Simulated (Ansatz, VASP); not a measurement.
One calculation of Al2Ni, two programs

```
Al Ni
1.0
     2.76838    0.00000    0.00000
    -1.38419    2.39749    0.00000
     0.00000    0.00000   12.87151
Al Ni
4 2
Direct
  0.33333 0.66667 0.71820
  0.33333 0.66667 0.09510
  0.66667 0.33333 0.90490
  0.66667 0.33333 0.28180
  0.33333 0.66667 0.42399
  0.66667 0.33333 0.57601
```

Alike in both runs: functional PBE; k mesh 18 × 18 × 4; occupations gaussian, width 0.1 eV; no spin polarisation.

Ansatz relaxed the structure, and its values are those at the end. VASP's run is a single point on that final structure, the one shown.

|  | VASP | Ansatz |
| --- | --- | --- |
| version | VASP 6.6.1 | Ansatz 0.2.0 |
| potentials or method | VASP PAW PBE potentials, release 64 (Al, Ni), cutoff 520 eV | scalar-relativistic, plane waves, PAW |
| valence electrons in the cell | 32 | 48 |

|  | VASP | Ansatz | Ansatz less VASP |
| --- | --- | --- | --- |
| gap on the k mesh at the Fermi level (eV) | none | none | - |
| pressure (GPa) | 0.1 | 0.0 | -0.09 |
| rms of the force components (eV/Å) | 0.008 | 0.001 | -0.0069 |

A gap of «none» marks a metal or a gap that the smearing closes. With one functional, cell and mesh, what is left measures potentials, basis and numerics. VASP's potentials hold 32 valence electrons a cell and Ansatz's 48, so a difference there can come from the potentials and not from the codes.
